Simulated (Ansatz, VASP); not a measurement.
# Two plane-wave programs on Cu

```xyz
1
Lattice="0.0000 1.8146 1.8146 1.8146 0.0000 1.8146 1.8146 1.8146 0.0000" Properties=species:S:1:pos:R:3 pbc="T T T"
Cu    0.0000    0.0000    0.0000
```

Alike in both runs: task single point; functional PBE; k mesh 15 × 15 × 15; occupations methfessel-paxton of order 1, width 0.3 eV; no spin polarisation.

|  | VASP | Ansatz |
| --- | --- | --- |
| version | VASP 6.6.1 | Ansatz 0.2.0 |
| potentials or method | VASP PAW PBE potentials, release 64 (Cu), cutoff 520 eV | plane waves (420 eV) with PAW, scalar-relativistic |
| valence electrons in the cell | 11 | 19 |

```csv
,VASP,Ansatz,Ansatz less VASP
pressure (GPa),0.5,-0.1,-0.53
```

VASP's potentials hold 11 valence electrons a cell and Ansatz's 19, so a difference there can come from the potentials and not from the codes.
